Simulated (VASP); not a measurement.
Wanted: the native input for a VASP 6.6.1 run.

| Item | Value |
| --- | --- |
| Task | single point |
| Functional | LDA |
| Potentials or basis | VASP PAW LDA potentials, release 64 (Al, Cu) |
| Cutoff | 520 eV |
| k mesh | 12 × 12 × 8 |
| Occupations | gaussian, width 0.15 eV |
| Spin | no spin polarisation |
| Dipole correction | no |
| Further INCAR settings | ALGO = Fast; EDIFF = 1e-06; NBANDS = 24 |

The structure of Al3Cu2 lies in POSCAR:

```
Al3Cu2
1.0
    4.1029648401      0.0000000000      0.0000000000
   -2.0514824200      3.5532717824      0.0000000000
    0.0000000000      0.0000000000      4.8166428933
Al Cu
3 2
Direct
    0.0000000000      0.0000000000      0.0000000000
    0.3394515450      0.6666666667      0.3508928116
    0.6605484550      0.3333333333      0.6491071884
    0.3231748305      0.6666666667      0.8415870660
    0.6768251695      0.3333333333      0.1584129340
```

This cell differs from its parent crystal: atoms displaced along a vibrational mode, the cell strained.

One way to write it, as run:

INCAR

```
SYSTEM = Al3Cu2
PREC = Accurate
ENCUT = 520
EDIFF = 1E-6
ISMEAR = 0
SIGMA = 0.15
LREAL = .False.
LASPH = .True.
NELM = 60
ALGO = Fast
ISIF = 2
LWAVE = .False.
LCHARG = .False.
NBANDS = 24
```

KPOINTS

```
Automatic mesh
0
Gamma
  12 12 8
  0 0 0
```

Potentials or basis: VASP PAW LDA potentials, release 64 (Al, Cu).

Command:

```console
$ cat potpaw_LDA.64/Al/POTCAR potpaw_LDA.64/Cu/POTCAR > POTCAR
$ mpirun -np 1 vasp_std > vasp.out
```

It gave:

```json
{
  "Pressure": "0.7 GPa",
  "Largest force": "0.186 eV/Å",
  "Band gap on the k mesh": "zero (an odd number of electrons rules out a gap without spin polarisation)"
}
```

Caveat: the cell differs from its parent crystal (atoms displaced along a vibrational mode, the cell strained).

Wall time 8.5 min on 1 thread of Intel(R) Xeon(R) 6975P-C (Granite Rapids) (shared host), peak memory 0.81 GiB.
